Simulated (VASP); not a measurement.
# BeS (F-43m) in VASP: settings compared, part 2 of 2

VASP 6.6.1. The steps go on from the part before.

### 3 Single point, PBE

The input, INCAR:

```
SYSTEM = BeS
PREC = Accurate
ENCUT = 520
EDIFF = 1E-6
ISMEAR = 0
SIGMA = 0.1
LREAL = .False.
LASPH = .True.
NELM = 100
ALGO = Normal
ISIF = 2
LWAVE = .False.
LCHARG = .False.
GGA = PE
NBANDS = 11
```

The input, KPOINTS:

```
Automatic mesh
0
Gamma
  6 6 6
  0 0 0
```

The input, POSCAR:

```
BeS
1.0
    0.0000000000      2.4351516489      2.4351516489
    2.4351516489      0.0000000000      2.4351516489
    2.4351516489      2.4351516489      0.0000000000
Be S
1 1
Direct
    0.2110000000      0.2500000000      0.6260000000
    0.9610000000      1.0000000000      1.3760000000
```

Potentials or basis: VASP PAW PBE potentials, release 64 (Be, S).

Started as:

```
> cat potpaw_PBE.64/Be/POTCAR potpaw_PBE.64/S/POTCAR > POTCAR
> mpirun -np 1 vasp_std > vasp.out
```

OUTCAR:

```text
SYSTEM = BeS
   PREC = Accurate
   ENCUT = 520
   EDIFF = 1E-6
   ISMEAR = 0
   LREAL = .False.
   LASPH = .True.
   NELM = 100
   ISIF = 2
   GGA = PE

 ion  position               nearest neighbor table
   1  0.211  0.250  0.626-   2 2.11   2 2.11   2 2.11   2 2.11
   2  0.961  0.000  0.376-   1 2.11   1 2.11   1 2.11   1 2.11

  LATTYP: Found a face centered cubic cell.
 ALAT       =     4.8703032978

  Lattice vectors:

 A1 = (   0.0000000000,   2.4351516489,   2.4351516489)
[... 401 lines left out ...]

------------------------ aborting loop because EDIFF is reached ----------------------------------------

  FORCE on cell =-STRESS in cart. coord.  units (eV):
  Direction    XX          YY          ZZ          XY          YZ          ZX
  --------------------------------------------------------------------------------------
  -------------------------------------------------------------------------------------
  Total        0.0698059      0.0698059      0.0698059     -0.0000000      0.0000000     -0.0000000
  in kB        3.8725271      3.8725271      3.8725271     -0.0000000      0.0000000     -0.0000000
  external PRESSURE =       3.8725271 kB  Pullay stress =       0.0000000 kB

 VOLUME and BASIS-vectors are now :
 -----------------------------------------------------------------------------
  energy-cutoff  :      520.00
  volume of cell :       28.88
      direct lattice vectors                 reciprocal lattice vectors
     0.000000000  2.435151649  2.435151649    -0.205326022  0.205326022  0.205326022
     2.435151649  0.000000000  2.435151649     0.205326022 -0.205326022  0.205326022
     2.435151649  2.435151649  0.000000000     0.205326022  0.205326022 -0.205326022

 POSITION                                       TOTAL-FORCE (eV/Angst)
 -----------------------------------------------------------------------------------
      2.13319      2.03822      1.12260        -0.000000     -0.000000     -0.000000
      0.91562      3.25580      2.34018         0.000000      0.000000      0.000000
 -----------------------------------------------------------------------------------
    total drift:                               -0.000000      0.000001      0.000001

  FREE ENERGIE OF THE ION-ELECTRON SYSTEM (eV)
  ---------------------------------------------------
  free  energy   TOTEN  =       -10.0106007749 eV

  energy  without entropy=      -10.0106007749  energy(sigma->0) =      -10.01060077
```

OSZICAR:

```text
N       E                     dE             d eps       ncg     rms          rms(c)
DAV:   1     0.158877356900E+02    0.15888E+02   -0.36107E+03   352   0.614E+02
DAV:   2    -0.915872295691E+01   -0.25046E+02   -0.24166E+02   440   0.110E+02
DAV:   3    -0.101734212064E+02   -0.10147E+01   -0.10124E+01   474   0.220E+01
DAV:   4    -0.101795428782E+02   -0.61217E-02   -0.61204E-02   414   0.195E+00
DAV:   5    -0.101795951785E+02   -0.52300E-04   -0.52300E-04   462   0.180E-01    0.556E+00
DAV:   6    -0.100479944002E+02    0.13160E+00   -0.11950E-01   406   0.163E+00    0.380E+00
DAV:   7    -0.100092136818E+02    0.38781E-01   -0.11458E-01   427   0.176E+00    0.101E+00
DAV:   8    -0.100104566281E+02   -0.12429E-02   -0.65010E-03   460   0.409E-01    0.141E-01
DAV:   9    -0.100105501345E+02   -0.93506E-04   -0.50585E-04   439   0.141E-01    0.278E-02
DAV:  10    -0.100105957562E+02   -0.45622E-04   -0.78224E-05   417   0.498E-02    0.104E-02
DAV:  11    -0.100106004946E+02   -0.47384E-05   -0.16915E-05   435   0.212E-02    0.872E-03
DAV:  12    -0.100106007749E+02   -0.28030E-06   -0.42794E-07   297   0.464E-03
   1 F= -.10010601E+02 E0= -.10010601E+02  d E =-.133336E-12
```

Run time: 9.9 s. Hardware: 1 thread of Intel Xeon 8259CL, shared host; peak memory 0.15 GiB.

Results:

```
Free energy            : -10.0106 eV
Pressure               : 0.4 GPa
Band gap on the k mesh : 3.14 eV, indirect (least direct gap 5.67 eV)
```

Levels at points of the mesh, in eV from the valence-band top:
| k point | band 1 | band 2 | band 3 | band 4 | band 5 | band 6 | band 7 | band 8 |
| --- | --- | --- | --- | --- | --- | --- | --- | --- |
| (0.00, 0.00, 0.00) | -13.61 | 0.00 | 0.00 | 0.00 | 5.67 | 5.67 | 5.67 | 5.78 |
| (0.50, 0.00, 0.00) | -12.03 | -5.71 | -1.02 | -1.02 | 5.43 | 6.56 | 6.56 | 11.15 |
| (0.50, 0.50, 0.00) | -11.50 | -4.96 | -2.60 | -2.60 | 3.14 | 4.93 | 12.68 | 12.68 |

A k mesh can miss the band edges. Expect the measured gap to be larger: semilocal functionals such as PBE lack the derivative discontinuity.

### 4 Single point, PBE

The input, INCAR:

```
SYSTEM = BeS
PREC = Accurate
ENCUT = 520
EDIFF = 1E-7
ISMEAR = 0
SIGMA = 0.1
LREAL = .FALSE.
LASPH = .TRUE.
NELM = 100
ALGO = Normal
ISIF = 2
LWAVE = .FALSE.
LCHARG = .FALSE.
GGA = PE
NBANDS = 11
```

The input, KPOINTS:

```
regular mesh
0
G
  8 8 8
  0 0 0
```

The input, POSCAR:

```
BeS
1.0
    0.0000000000      2.4351516489      2.4351516489
    2.4351516489      0.0000000000      2.4351516489
    2.4351516489      2.4351516489      0.0000000000
Be S
1 1
Direct
    0.0000000000      0.0000000000      0.0000000000
    0.7500000000      0.7500000000      0.7500000000
```

Started as:

```
> cat potpaw_PBE.64/Be/POTCAR potpaw_PBE.64/S/POTCAR > POTCAR
> mpirun -np 1 vasp_std > vasp.out
```

Wall time 16 s (1 thread of Intel Xeon 8259CL, shared host); peak memory 0.15 GiB.

Results (log left out):

| Quantity | Value |
| --- | --- |
| Free energy | -10.0132 eV |
| Pressure | 0.3 GPa |
| Band gap on the k mesh | 3.14 eV, indirect (least direct gap 5.67 eV) |

Levels at points of the mesh, in eV from the valence-band top:
| k point | band 2 | band 3 | band 4 | band 5 | band 6 | band 7 |
| --- | --- | --- | --- | --- | --- | --- |
| (0.00, 0.00, 0.00) | 0.00 | 0.00 | 0.00 | 5.67 | 5.67 | 5.67 |
| (0.50, 0.00, 0.00) | -5.71 | -1.02 | -1.02 | 5.43 | 6.57 | 6.57 |
| (0.50, 0.50, 0.00) | -4.96 | -2.60 | -2.60 | 3.14 | 4.93 | 12.68 |

A k mesh can miss the band edges. A hybrid or GW would open this gap; PBE tends to underestimate it.

### 5 Single point, PBE

The input, INCAR:

```
PREC = Accurate ; ENCUT = 520
EDIFF = 1E-7 ; ISMEAR = 0
SIGMA = 0.1 ; LREAL = F
LASPH = T ; NELM = 60
ALGO = Normal ; ISIF = 2
LWAVE = F ; LCHARG = T
GGA = PE ; LELF = T
LVHAR = T ; NELECT = 8.1
NBANDS = 11
```

The input, KPOINTS:

```
Automatic mesh
0
Gamma
  8 8 8
```

POSCAR is that of step 4.

Started as:

```
> cat potpaw_PBE.64/Be/POTCAR potpaw_PBE.64/S/POTCAR > POTCAR
> mpirun -np 1 vasp_std > vasp.out
```

Wall time 18 s (1 thread of Intel Xeon 8259CL, shared host); peak memory 0.15 GiB.

The run converged. Its results:

```yaml
Free_energy: -9.2523 eV
```

Levels at points of the mesh, in eV from the Fermi level:
| k point | band 1 | band 2 | band 3 | band 4 | band 5 | band 6 | band 7 | band 8 | band 9 |
| --- | --- | --- | --- | --- | --- | --- | --- | --- | --- |
| (0.00, 0.00, 0.00) | -17.36 | -3.74 | -3.74 | -3.74 | 1.93 | 1.93 | 1.93 | 1.98 | 9.05 |
| (0.50, 0.00, 0.00) | -15.77 | -9.46 | -4.75 | -4.75 | 1.67 | 2.81 | 2.81 | 7.31 | 11.13 |
| (0.50, 0.50, 0.00) | -15.24 | -8.70 | -6.34 | -6.34 | -0.67 | 1.17 | 8.94 | 8.94 | 11.63 |

Caveat: the cell carries a net charge on a neutralising background, which shifts energy and pressure; the cell is charged against a uniform background, so pressure and absolute levels hang on convention.

### 6 Single point, PBE+D3(BJ)

The input, INCAR:

```
PREC = Accurate ; ENCUT = 520
EDIFF = 1E-6 ; ISMEAR = 0
SIGMA = 0.1 ; LREAL = False
LASPH = True ; NELM = 60
ALGO = Normal ; ISIF = 2
LWAVE = False ; LCHARG = True
GGA = PE ; IVDW = 12
LELF = True ; LVHAR = True
NBANDS = 11
```

KPOINTS is that of step 5.

POSCAR is that of step 5.

Potentials or basis: VASP PAW PBE potentials, release 64 (Be, S).

Started as:

```
> cat potpaw_PBE.64/Be/POTCAR potpaw_PBE.64/S/POTCAR > POTCAR
> mpirun -np 1 vasp_std > vasp.out
```

Wall time 17 s (1 thread of Intel Xeon 8259CL, shared host); peak memory 0.16 GiB.

Results (log left out):

```yaml
Free_energy: -10.6080 eV
Pressure: -3.1 GPa
Band_gap_on_the_k_mesh: 3.14 eV, indirect (least direct gap 5.67 eV)
Dispersion_energy_per_atom: -0.297 eV
```

Levels at points of the mesh, in eV from the valence-band top:
```csv
k point,band 1,band 2,band 3,band 4,band 5,band 6,band 7,band 8
"(0.00, 0.00, 0.00)",-13.61,0.00,0.00,0.00,5.67,5.67,5.67,5.78
"(0.50, 0.00, 0.00)",-12.03,-5.71,-1.02,-1.02,5.43,6.57,6.57,11.15
"(0.50, 0.50, 0.00)",-11.50,-4.96,-2.60,-2.60,3.14,4.93,12.68,12.68
```

Caveat: three body term missing. A k mesh can miss the band edges.

### 7 Summary

| level | k mesh | gap on the mesh (eV) | pressure (GPa) |
| --- | --- | --- | --- |
| PBE | 4 × 4 × 4 | 3.13 | 0.9 |
| PBE | 6 × 6 × 6 | 3.14 | 0.4 |
| PBE | 8 × 8 × 8 | 3.14 | 0.3 |
| PBE+D3(BJ) | 8 × 8 × 8 | 3.14 | -3.1 |

Alike in all rows: task single point; potentials or basis VASP PAW PBE potentials, release 64 (Be, S); no spin polarisation; cell as given; cutoff (eV) 520; smearing gaussian 0.1 eV.

Caveats: some runs use coarse meshes; three body term missing (some runs).

Absolute energies hang on the potentials; compare differences alone.
